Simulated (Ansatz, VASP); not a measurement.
## HgTe in VASP and in Ansatz

```
CELL_PARAMETERS angstrom
0.00000 3.28916 3.28916
3.28916 0.00000 3.28916
3.28916 3.28916 0.00000
ATOMIC_POSITIONS crystal
Hg 0.00000 0.00000 0.00000
Te 0.25000 0.25000 0.25000
```

Alike in both runs: task single point; functional PBE; k mesh 6 × 6 × 6; occupations fermi-dirac, width 0.02 eV; no spin polarisation.

```csv
,VASP,Ansatz
version,VASP 6.6.1,Ansatz 0.2.0
potentials or method,"VASP PAW PBE potentials, release 64 (Hg, Te)","plane waves, PAW"
plane-wave cutoff (eV),520,420
valence electrons in the cell,18,36
```

|  | VASP | Ansatz | Ansatz less VASP |
| --- | --- | --- | --- |
| pressure (GPa) | 1.3 | 1.3 | -0.05 |

VASP's potentials hold 18 valence electrons a cell and Ansatz's 36, so a difference there can come from the potentials and not from the codes.

Spin-orbit coupling is off throughout.
